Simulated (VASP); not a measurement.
The system is C.

```
C
1.0
     2.46400    0.00000    0.00000
    -1.23200    2.13389    0.00000
     0.00000    0.00000    6.71100
C
4
Cartesian
  0.0000 0.0000 1.6778
  0.0000 0.0000 5.0333
  0.0000 1.4226 1.6778
  1.2320 0.7113 5.0333
```

| Quantity | Value |
| --- | --- |
| Program | VASP 6.6.1 |
| Task | relaxation of cell and atoms |
| Functional | BLYP |
| Potentials or basis | VASP PAW PBE potentials, release 64 (C) |
| Cutoff | 600 eV |
| k mesh | 8 × 8 × 3 |
| Occupations | fermi-dirac, width 0.05 eV |
| Spin | no spin polarisation |

At the start: pressure 4.4 GPa; volume 8.82 Å³/atom.

Problem. Where does the relaxation end?

Solution. Over 9 steps the energy falls by 23.5 meV/atom and the volume is 10.75 Å³/atom (+21.8 %); space group P6_3/mmc (No. 194, to 0.05 Å).

Step by step:
```csv
step,energy change (eV),largest force (eV/Å),pressure (GPa),volume (Å³)
1,0.0000,0.0000,4.42,35.29
2,-0.0023,0.0000,-4.22,36.54
3,-0.0091,0.0000,-0.34,35.95
4,-0.0264,0.0000,-0.26,36.56
5,-0.0627,0.0000,0.10,38.39
6,-0.0925,0.0000,0.91,42.02
7,-0.0932,0.0000,1.02,42.72
8,-0.0657,0.0000,-6.43,44.75
9,-0.0938,0.0000,-0.01,42.98
```

Final structure:
```yaml
crystal:
  lattice:
    - [2.47385, 0.00000, 0.00000]
    - [-1.23693, 2.14242, 0.00000]
    - [0.00000, 0.00000, 8.10953]
  atoms:
    - { symbol: C, position: [0.00000, 0.00000, 0.25000] }
    - { symbol: C, position: [0.00000, 0.00000, 0.75000] }
    - { symbol: C, position: [0.33333, 0.66667, 0.25000] }
    - { symbol: C, position: [0.66667, 0.33333, 0.75000] }
```

Caveat: the volume moved by over 15 % at a fixed basis, so the end points are rough; the PAW data sets were made with another functional, which shifts forces and pressure a little; this functional lacks dispersion, which binds the layers, so the pressure and a relaxed spacing across them are unreliable; the volume moved by +22 % from the deposited cell, more than functionals usually miss.
